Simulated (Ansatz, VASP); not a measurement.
**Ni in VASP and in Ansatz**

```
Ni
1.0
     2.41291    0.00000    0.00000
    -1.20646    2.08964    0.00000
     0.00000    0.00000    2.35153
Ni
1
Direct
  0.00000 0.00000 0.00000
```

Alike in both runs: functional PBE; k mesh 18 × 18 × 17; occupations fermi-dirac, width 0.1 eV; collinear spin.

Ansatz relaxed the structure, and its values are those at the end. VASP's run is a single point on that final structure, the one shown.

|  | VASP | Ansatz |
| --- | --- | --- |
| version | VASP 6.6.1 | Ansatz 0.2.0 |
| potentials or method | VASP PAW PBE potentials, release 64 (Ni_sv_GW) | PAW with Ansatz's default frozen-core files, scalar-relativistic |
| plane-wave cutoff (eV) | 590 | 420 |
| valence electrons in the cell | 18 | 18 |

```tsv
	VASP	Ansatz	Ansatz less VASP
pressure (GPa)	-3.9	0.0	+3.88
net moment per atom (μB)	0.50	0.51	+0.007
size of the moment on the site where the two differ most (μB)	0.52	0.53	+0.008
```

Site moments also hang on the region over which each program counts them. With one functional, cell and mesh, what is left measures potentials, basis and numerics.
